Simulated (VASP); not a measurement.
Set up this calculation in VASP 6.6.1, as the native input.

```yaml
Task: single point
Functional: PBEsol
Potentials_or_basis: VASP PAW PBE potentials, release 64 (Sc_sv, Pt)
Cutoff: 500 eV
k_mesh: 4 × 4 × 4
Occupations: gaussian, width 0.1 eV
Spin: no spin polarisation
Dipole_correction: no
Further_INCAR_settings: ALGO = Normal; EDIFF = 1e-06; NBANDS = 18
```

The structure of ScPt (km) lies in POSCAR:

```
ScPt
1.0
    3.2610161792      0.0000000000      0.0000000000
    0.0000000000      3.2610161792      0.0000000000
    0.0000000000      0.0000000000      3.2610161792
Sc Pt
1 1
Direct
    0.5000000000      0.5000000000      0.5000000000
    0.0000000000      0.0000000000      0.0000000000
```

One way to write it, as run:

INCAR

```
PREC = Accurate ; ENCUT = 500
EDIFF = 1E-6 ; ISMEAR = 0
SIGMA = 0.1 ; LREAL = F
LASPH = T ; NELM = 120
ALGO = Normal ; ISIF = 2
LWAVE = F ; LCHARG = F
GGA = PS ; NBANDS = 18
GGA_COMPAT = F
```

KPOINTS

```
regular mesh
0
Gamma
  4 4 4
```

Potentials or basis: VASP PAW PBE potentials, release 64 (Sc_sv, Pt).

Command:

```bash
$ cat potpaw_PBE.64/Sc_sv/POTCAR potpaw_PBE.64/Pt/POTCAR > POTCAR
$ mpirun -np 1 vasp_std > vasp.out
```

It gave:

```json
{
 "Pressure": "0.8 GPa"
}
```

Caveat: the k points lie up to 0.48 Å⁻¹ apart; the PAW data sets were made with another functional, which shifts forces and pressure a little.

It took 11 s on 1 thread of Intel Xeon 8259CL, with other jobs on the host, peak memory 0.14 GiB.
